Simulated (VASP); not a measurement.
Runs of VASP 6.6.1 on Ba2SrN2. The structure is that of space group P-3m1 (No. 164), or close to it. The cells are those of the table. 

```csv
cell,gap on the mesh (eV),pressure (GPa),largest force (eV/Å)
"a = 4.057, b = 4.057, c = 10.902 Å, angles 90.0, 90.0, 120.0°, 5 atoms",none,-4.2,0.68
"a = 3.931, b = 3.931, c = 10.561 Å, angles 90.0, 90.0, 120.0°, 5 atoms",none,-1.0,(b)
"a = 3.963, b = 3.963, c = 10.648 Å, angles 90.0, 90.0, 120.0°, 5 atoms",none,-2.0,(d)
"a = 3.830, b = 3.830, c = 10.290 Å, angles 90.0, 90.0, 120.0°, 5 atoms",none,2.8,0.60
"a = 3.995, b = 3.995, c = 10.734 Å, angles 90.0, 90.0, 120.0°, 5 atoms",none,-2.8,0.40
"a = 3.898, b = 3.898, c = 10.472 Å, angles 90.0, 90.0, 120.0°, 5 atoms",none,(c),0.14
"a = 3.795, b = 3.795, c = 10.196 Å, angles 90.0, 90.0, 120.0°, 5 atoms",none,4.5,(a)
"a = 4.026, b = 4.026, c = 10.818 Å, angles 90.0, 90.0, 120.0°, 5 atoms",none,-3.6,0.55
```

Alike in all rows: task single point; level PBE+D4; potentials or basis VASP PAW PBE potentials, release 64 (Ba_sv, Sr_sv, N); no spin polarisation; k mesh 6 × 6 × 2; cutoff (eV) 520; smearing fermi-dirac 0.05 eV.

Q: Fill in the values left out.

A: (a) 0.87; (b) 0.06; (c) 0.1; (d) 0.24.

Caveats: spin-orbit coupling is left out, which moves the levels of the heavy elements; pairwise dispersion overbinds metals, which lowers pressure and volume.

A k mesh can miss the band edges, and the runs leave out spin-orbit coupling on Ba, Sr.

A gap of «none» marks levels without a gap at the run's occupations.
